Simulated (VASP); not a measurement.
# Ge (Fd-3m) in VASP: a series of runs

Runs on Ge. Level: PBE. Tasks: single point.

All numbers are computed with VASP 6.6.1; they aren't measurements. Logs are shortened: lines on timing, memory, paths and dates and some standing lists are left out, and cuts for length are marked.

**1. The cell of the first run**

It takes space group Fd-3m (No. 227, cubic). Conventional cell: a = 5.440 Å, b = 5.440 Å, c = 5.440 Å, α = 90.00°, β = 90.00°, γ = 90.00°. Ge (site symmetry -43m) has 4 Ge at 2.36 Å within 3.1 Å.

**2. Single point, PBE (strained)**

INCAR

```
SYSTEM = Ge
  PREC = Accurate
  ENCUT = 520
  EDIFF = 1E-6
  ISMEAR = 0
  SIGMA = 0.1
  LREAL = .FALSE.
  LASPH = .TRUE.
  NELM = 60
  ALGO = Normal
  ISIF = 2
  LWAVE = .FALSE.
  LCHARG = .TRUE.
  GGA = PE
  LELF = .TRUE.
  LVHAR = .TRUE.
  NBANDS = 21
```

KPOINTS

```
regular mesh
0
G
  14 14 14
  0 0 0
```

POSCAR

```
Ge
1.0
    0.0000000000      2.7200037935      2.7200037935
    2.7200037935      0.0000000000      2.7200037935
    2.7200037935      2.7200037935      0.0000000000
Ge
2
Direct
    0.5000000000      0.5000000000      0.5000000000
    0.7500000000      0.7500000000      0.7500000000
```

Potentials or basis: VASP PAW PBE potentials, release 64 (Ge_d).

Run with:

```console
$ cat potpaw_PBE.64/Ge_d/POTCAR > POTCAR
$ mpirun -np 1 vasp_std > vasp.out
```

OUTCAR:

```text
SYSTEM = Ge
   PREC = Accurate
   ENCUT = 520
   EDIFF = 1E-6
   ISMEAR = 0
   LREAL = .FALSE.
   LASPH = .TRUE.
   NELM = 60
   ISIF = 2
   GGA = PE

 ion  position               nearest neighbor table
   1  0.500  0.500  0.500-   2 2.36   2 2.36   2 2.36   2 2.36
   2  0.750  0.750  0.750-   1 2.36   1 2.36   1 2.36   1 2.36

  LATTYP: Found a face centered cubic cell.
 ALAT       =     5.4400075870

  Lattice vectors:

 A1 = (   0.0000000000,   2.7200037935,   2.7200037935)
 A2 = (   2.7200037935,   0.0000000000,   2.7200037935)
 A3 = (   2.7200037935,   2.7200037935,   0.0000000000)

Analysis of symmetry for initial positions (statically):
=====================================================================
 Subroutine PRICEL returns:
 Original cell was already a primitive cell.

 Routine SETGRP: Setting up the symmetry group for a
 face centered cubic supercell.

 Subroutine GETGRP returns: Found 48 space group operations
 (whereof 24 operations were pure point group operations)
 out of a pool of 48 trial point group operations.

The static configuration has the point symmetry T_d .
 The point group associated with its full space group is O_h .

Analysis of symmetry for dynamics (positions and initial velocities):
=====================================================================
 Subroutine PRICEL returns:
 Original cell was already a primitive cell.

 Routine SETGRP: Setting up the symmetry group for a
 face centered cubic supercell.

 Subroutine GETGRP returns: Found 48 space group operations
 (whereof 24 operations were pure point group operations)
 out of a pool of 48 trial point group operations.

The dynamic configuration has the point symmetry T_d .
 The point group associated with its full space group is O_h .

 Subroutine INISYM returns: Found 48 space group operations
 (whereof 24 operations are pure point group operations),
 and found     1 'primitive' translations

----------------------------------------------------------------------------------------

                                     Primitive cell

  volume of cell :      40.2475

  direct lattice vectors                    reciprocal lattice vectors
     0.000000000  2.720003794  2.720003794    -0.183823273  0.183823273  0.183823273
     2.720003794  0.000000000  2.720003794     0.183823273 -0.183823273  0.183823273
     2.720003794  2.720003794  0.000000000     0.183823273  0.183823273 -0.183823273

  length of vectors
     3.846666254  3.846666254  3.846666254     0.318391249  0.318391249  0.318391249

  position of ions in fractional coordinates (direct lattice)
     0.500000000  0.500000000  0.500000000
     0.750000000  0.750000000  0.750000000

  ion indices of the primitive-cell ions
   primitive index   ion index
                 1           1
                 2           2

----------------------------------------------------------------------------------------

 KPOINTS: regular mesh

Automatic generation of k-mesh.
 Grid dimensions read from file:
 generate k-points for:   14   14   14

 Generating k-lattice:

  Cartesian coordinates                     Fractional coordinates (reciprocal lattice)
    -0.013130234  0.013130234  0.013130234     0.071428571  0.000000000  0.000000000
     0.013130234 -0.013130234  0.013130234     0.000000000  0.071428571  0.000000000
     0.013130234  0.013130234 -0.013130234     0.000000000  0.000000000  0.071428571

  Length of vectors
     0.022742232  0.022742232  0.022742232

  Shift w.r.t. Gamma in fractional coordinates (k-lattice)
     0.000000000  0.000000000  0.000000000

 Subroutine IBZKPT returns following result:
 ===========================================

 Found    104 irreducible k-points:

 Following reciprocal coordinates:
            Coordinates               Weight
  0.000000  0.000000  0.000000      1.000000
  0.071429  0.000000  0.000000      8.000000
  0.142857  0.000000  0.000000      8.000000
  0.214286  0.000000  0.000000      8.000000
  0.285714  0.000000  0.000000      8.000000
  0.357143  0.000000  0.000000      8.000000
[... 16 lines left out ...]
  0.214286  0.142857  0.000000     24.000000
  0.285714  0.142857  0.000000     24.000000
 [... further k-points ...]
   k-points           NKPTS =    104   k-points in BZ     NKDIM =    104   number of bands    NBANDS=     21
   number of dos      NEDOS =    301   number of ions     NIONS =      2
   total plane-waves  NPLWV =  27000
   dimension x,y,z NGX =    30 NGY =   30 NGZ =   30
   dimension x,y,z NGXF=    60 NGYF=   60 NGZF=   60
   ions per type =               2
   NGX,Y,Z   is equivalent  to a cutoff of  12.97, 12.97, 12.97 a.u.
   NGXF,Y,Z  is equivalent  to a cutoff of  25.93, 25.93, 25.93 a.u.
 SYSTEM =  Ge
   PREC   = accura    normal or accurate (medium, high low for compatibility)
   ISTART =      0    job   : 0-new  1-cont  2-samecut
   ICHARG =      2    charge: 1-file 2-atom 10-const
   ISPIN  =      1    spin polarized calculation?
   LNONCOLLINEAR =      F non collinear calculations
   LSORBIT =      F    spin-orbit coupling
   LASPH  =      T    aspherical Exc in radial PAW
   ENCUT  =  520.0 eV  38.22 Ry    6.18 a.u.   7.15  7.15  7.15*2*pi/ulx,y,z
   NELM   =     60;   NELMIN=  2; NELMDL= -5     # of ELM steps
   EDIFF  = 0.1E-05   stopping-criterion for ELM
   LREAL  =      F    real-space projection
   EDIFFG = 0.1E-04   stopping-criterion for IOM
   NSW    =      0    number of steps for IOM
   IBRION =     -1    ionic relax: 0-MD 1-quasi-New 2-CG
   NFREE  =      0    steps in history (QN), initial steepest desc. (CG)
   ISIF   =      2    stress and relaxation
   ISYM   =      2    0-nonsym 1-usesym 2-fastsym
   POTIM  = 0.5000    time-step for ionic-motion
   TEBEG  =    0.0;   TEEND  =   0.0 temperature during run
   PSTRESS=    0.0 pullay stress
   NELECT =      28.0000    total number of electrons
   NUPDOWN=      -1.0000    fix difference up-down
   EMIN   =  10.00;   EMAX   =-10.00  energy-range for DOS
   EFERMI =   0.00;   METHOD = LEGACY
   ISMEAR =     0;   SIGMA  =   0.10  broadening in eV -4-tet -1-fermi 0-gaus
   EFERMI_NEDOS =   21; number of points for ismear=-14 and -15
   IALGO  =     38    algorithm
   IMIX   =      4    mixing-type and parameters
     AMIX     =   0.40;   BMIX     =  1.00
     AMIX_MAG =   1.60;   BMIX_MAG =  1.00
  volume/ion in A,a.u.               =      20.12       135.80
  Fermi-wavevector in a.u.,A,eV,Ry     =   1.450601  2.741239 28.629971  2.104244
  Thomas-Fermi vector in A             =   2.568194
   LORBIT       =      0    0 simple, 1 ext, 2 COOP (PROOUT), +10 PAW based schemes
   GGA     = PE    functional components
   LHFCALC =     F    Hartree Fock is set to
   AEXX    =    0.0000 exact exchange contribution
   IVDW    =     0    specifies the selected vdW correction
   LEPSILON=     F    determine dielectric tensor
   LRPA    =     F    only Hartree local field effects (RPA)
 non-spin polarized calculation
 Gauss-broadening in eV      SIGMA  =   0.10
  energy-cutoff  :      520.00
  volume of cell :       40.25
 maximum number of plane-waves:      1106
 NGX is ok and might be reduce to    30
   NGX = 15   NGY = 15   NGZ = 15

 number of electron      27.9999984 magnetization

 Free energy of the ion-electron system (eV)
  ---------------------------------------------------
  ext. energy  EPLUGINS =         0.00000000
  ---------------------------------------------------
  free energy    TOTEN  =        -8.73110318 eV

  energy without entropy =       -8.73109916  energy(sigma->0) =       -8.73110117

 E-fermi :   6.4053     XC(G=0): -10.4971

 val. band max:        6.2188253525   @ k =   0.0000   0.0000   0.0000
 cond. band min:       6.6100407541   @ k =   0.4286   0.4286   0.0000
 fundamental gap:      0.3912154016
 Fermi energy:         6.4052909557

 k-point     1 :       0.0000    0.0000    0.0000
  band No.  band energies     occupation
      1     -18.8067      2.00000
      2     -18.8067      2.00000
      3     -18.8067      2.00000
      4     -18.7605      2.00000
      5     -18.7605      2.00000
      6     -18.4772      2.00000
[... 13 lines left out ...]
     20      16.0210      0.00000
     21      16.0210      0.00000

 k-point     2 :       0.0714    0.0000    0.0000
  band No.  band energies     occupation
      1     -18.8114      2.00000
      2     -18.8114      2.00000
      3     -18.8056      2.00000
      4     -18.7542      2.00000
      5     -18.7542      2.00000
      6     -18.4826      2.00000
[... 13 lines left out ...]
     20      15.4694      0.00000
     21      15.4694      0.00000

 k-point     3 :       0.1429    0.0000    0.0000
  band No.  band energies     occupation
      1     -18.8203      2.00000
      2     -18.8203      2.00000
      3     -18.8026      2.00000
      4     -18.7408      2.00000
      5     -18.7408      2.00000
      6     -18.4929      2.00000
[... 13 lines left out ...]
     20      14.8510      0.00000
     21      14.8510      0.00000

 k-point     4 :       0.2143    0.0000    0.0000
  band No.  band energies     occupation
      1     -18.8283      2.00000
      2     -18.8283      2.00000
      3     -18.7982      2.00000
      4     -18.7270      2.00000
      5     -18.7270      2.00000
      6     -18.5029      2.00000
[... 13 lines left out ...]
     20      14.6352      0.00000
     21      14.6352      0.00000

 k-point     5 :       0.2857    0.0000    0.0000
  band No.  band energies     occupation
      1     -18.8339      2.00000
      2     -18.8339      2.00000
      3     -18.7932      2.00000
      4     -18.7158      2.00000
      5     -18.7158      2.00000
      6     -18.5103      2.00000
[... 13 lines left out ...]
     20      14.9713      0.00000
     21      14.9713      0.00000
[... 382 lines left out ...]
     20      14.6606      0.00000
     21      15.2835      0.00000

 k-point    22 :       0.1429    0.1429    0.0000
  band No.  band energies     occupation
      1     -18.8200      2.00000
      2     -18.8161      2.00000
      3     -18.8161      2.00000
      4     -18.7443      2.00000
      5     -18.7193      2.00000
      6     -18.5315      2.00000
[... 13 lines left out ...]
     20      14.6039      0.00000
     21      16.3903      0.00000

 k-point    23 :       0.2143    0.1429    0.0000
  band No.  band energies     occupation
      1     -18.8300      2.00000
      2     -18.8218      2.00000
      3     -18.8110      2.00000
      4     -18.7338      2.00000
      5     -18.7028      2.00000
      6     -18.5494      2.00000
[... 13 lines left out ...]
     20      15.4390      0.00000
     21      16.2813      0.00000

 k-point    24 :       0.2857    0.1429    0.0000
  band No.  band energies     occupation
      1     -18.8409      2.00000
      2     -18.8282      2.00000
      3     -18.8006      2.00000
      4     -18.7212      2.00000
      5     -18.6883      2.00000
      6     -18.5627      2.00000
[... 13 lines left out ...]
     20      15.9793      0.00000
     21      16.3428      0.00000

 [... further k-points ...]

------------------------ aborting loop because EDIFF is reached ----------------------------------------

  FORCE on cell =-STRESS in cart. coord.  units (eV):
  Direction    XX          YY          ZZ          XY          YZ          ZX
  --------------------------------------------------------------------------------------
  -------------------------------------------------------------------------------------
  Total        3.8316103      3.8316103      3.8316103     -0.0000000     -0.0000000      0.0000000
  in kB      152.5293394    152.5293394    152.5293394     -0.0000000     -0.0000000      0.0000000
  external PRESSURE =     152.5293394 kB  Pullay stress =       0.0000000 kB

 VOLUME and BASIS-vectors are now :
 -----------------------------------------------------------------------------
  energy-cutoff  :      520.00
  volume of cell :       40.25
      direct lattice vectors                 reciprocal lattice vectors
     0.000000000  2.720003794  2.720003794    -0.183823273  0.183823273  0.183823273
     2.720003794  0.000000000  2.720003794     0.183823273 -0.183823273  0.183823273
     2.720003794  2.720003794  0.000000000     0.183823273  0.183823273 -0.183823273

 POSITION                                       TOTAL-FORCE (eV/Angst)
 -----------------------------------------------------------------------------------
      2.72000      2.72000      2.72000         0.000000     -0.000000     -0.000000
      4.08001      4.08001      4.08001         0.000000      0.000000      0.000000
 -----------------------------------------------------------------------------------
    total drift:                                0.000000     -0.000000     -0.000000

  FREE ENERGIE OF THE ION-ELECTRON SYSTEM (eV)
  ---------------------------------------------------
  free  energy   TOTEN  =        -8.7311031846 eV

  energy  without entropy=       -8.7310991584  energy(sigma->0) =       -8.73110117
```

Run time: 54 s. Hardware: 1 thread of AMD EPYC 9R45 (Zen 5), shared host; peak memory 0.18 GiB.

What came out:

- Free energy: -8.7311 eV
- Pressure: 15.3 GPa
- Band gap on the k mesh: 0.39 eV (least direct gap 1.16 eV)

Levels at points of the mesh, in eV from the valence-band top:
```
           k point  band 11  band 12  band 13  band 14  band 15  band 16  band 17  band 18
(0.00, 0.00, 0.00)   -13.73     0.00     0.00     0.00     1.16     2.59     2.59     2.59
(0.50, 0.00, 0.00)   -11.34    -8.21    -1.60    -1.60     0.57     3.79     3.79     7.15
(0.50, 0.50, 0.00)    -9.38    -9.38    -3.52    -3.52     0.58     0.58    10.53    10.53
```

Caveat: the cell differs from its parent crystal (strained); the cell stands under pressure. A k mesh can miss the band edges.

**3. Single point, PBE (strained)**

INCAR

```
SYSTEM = Ge
PREC = Accurate
ENCUT = 520
EDIFF = 1E-7
ISMEAR = 0
SIGMA = 0.1
LREAL = .FALSE.
LASPH = .TRUE.
NELM = 80
ALGO = Normal
ISIF = 2
LWAVE = .FALSE.
LCHARG = .FALSE.
GGA = PE
NBANDS = 21
```

KPOINTS

```
Automatic mesh
0
G
  14 14 14
  0 0 0
```

POSCAR

```
Ge
1.0
    0.0000000000      2.9212707790      2.9212707790
    2.9212707790      0.0000000000      2.9212707790
    2.9212707790      2.9212707790      0.0000000000
Ge
2
Direct
    0.5000000000      0.5000000000      0.5000000000
    0.7500000000      0.7500000000      0.7500000000
```

Potentials or basis: VASP PAW PBE potentials, release 64 (Ge_d).

Run with:

```console
$ cat potpaw_PBE.64/Ge_d/POTCAR > POTCAR
$ mpirun -np 1 vasp_std > vasp.out
```

It took 54 s on 1 thread of AMD EPYC 9R45 (Zen 5), shared host; peak memory 0.19 GiB.

Results (log left out):

| Quantity | Value |
| --- | --- |
| Free energy | -9.0221 eV |
| Pressure | -2.3 GPa |
| Band gap on the k mesh | zero (bands 14 and 15 overlap by 0.09 eV) |

Levels at points of the mesh, in eV from the Fermi level:
```tsv
k point	band 10	band 11	band 12	band 13	band 14	band 15	band 16	band 17	band 18	band 19
(0.00, 0.00, 0.00)	-24.45	-12.02	-0.76	0.05	0.05	0.05	2.56	2.56	2.56	6.25
(0.50, 0.00, 0.00)	-24.43	-10.16	-7.14	-1.21	-1.21	-0.04	3.74	3.74	7.11	10.02
(0.50, 0.50, 0.00)	-24.42	-8.50	-8.50	-2.70	-2.70	0.91	0.91	8.79	8.79	10.74
```

Caveat: the cell differs from its parent crystal (strained); semilocal functionals underestimate gaps, so a narrow gap can read as zero.
